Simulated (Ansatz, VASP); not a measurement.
## AlN: VASP beside Ansatz

The input INCAR:

```
ALGO     = Normal         # electronic algorithm
EDIFF    = 1E-6           # SCF threshold, eV
ENCUT    = 520            # plane-wave cutoff, eV
GGA      = PS             # functional
ISIF     = 2              # what is computed and relaxed
ISMEAR   = 0              # smearing method
LASPH    = True           # aspherical terms in the spheres
LCHARG   = True           # write CHGCAR
LELF     = True           # ELF
LREAL    = False          # projectors in reciprocal space
LVHAR    = True         
LWAVE    = False          # write WAVECAR
NBANDS   = 16             # bands
NELM     = 100            # most SCF steps
PREC     = Accurate       # precision mode
SIGMA    = 0.05           # smearing width, eV
```

The input KPOINTS:

```
k-points
0
Gamma
  9 9 6
```

Contents of POSCAR:

```
AlN
1.0
    3.2493583003      0.0000000000      0.0000000000
   -1.6246791502      2.8140268341      0.0000000000
    0.0000000000      0.0000000000      3.7608072968
Al N
2 2
Direct
    0.3333333333      0.6666666667      0.7500000000
    0.6666666667      0.3333333333      0.2500000000
    0.3333333333      0.6666666667      0.2500000000
    0.6666666667      0.3333333333      0.7500000000
```

Input for Ansatz:

```yaml
crystal:
  lattice:
    - [3.2493583003, 0.0, 0.0]
    - [-1.6246791502, 2.8140268341, 0.0]
    - [0.0, 0.0, 3.7608072968]
  atoms:
    - { symbol: Al, position: [0.3333333333, 0.6666666667, 0.75] }
    - { symbol: Al, position: [0.6666666667, 0.3333333333, 0.25] }
    - { symbol: "N", position: [0.3333333333, 0.6666666667, 0.25] }
    - { symbol: "N", position: [0.6666666667, 0.3333333333, 0.75] }
basis:
  ecutwfc: 520.0
kpoints:
  mp_grid: { grid: [9, 9, 6] }
hamiltonian:
  xc: pbesol
  pseudopotentials: { kind: paw, azcp: { folder: soft_1 } }
scf:
  occupations: { method: gaussian, width: 0.05 }
output:
  forces: true
  stress: true
  eigenvalues: true
```

Alike in both runs: task single point; functional PBEsol; k mesh 9 × 9 × 6; occupations gaussian, width 0.05 eV; no spin polarisation.

|  | VASP | Ansatz |
| --- | --- | --- |
| version | VASP 6.6.1 | Ansatz 0.2.0 |
| potentials or method | VASP PAW PBE potentials, release 64 (Al, N), cutoff 520 eV | scalar-relativistic, plane waves, PAW |
| valence electrons in the cell | 16 | 16 |

Ansatz gave:

- gap on the k mesh at the Fermi level (eV): 4.31
- least direct gap on the mesh (eV): 4.31

Task: Estimate VASP's values.

Result: gap on the k mesh at the Fermi level (eV): 4.32; least direct gap on the mesh (eV): 4.32.

VASP's potentials were made for PBE, not for PBEsol, and Ansatz warns of the same on its side.
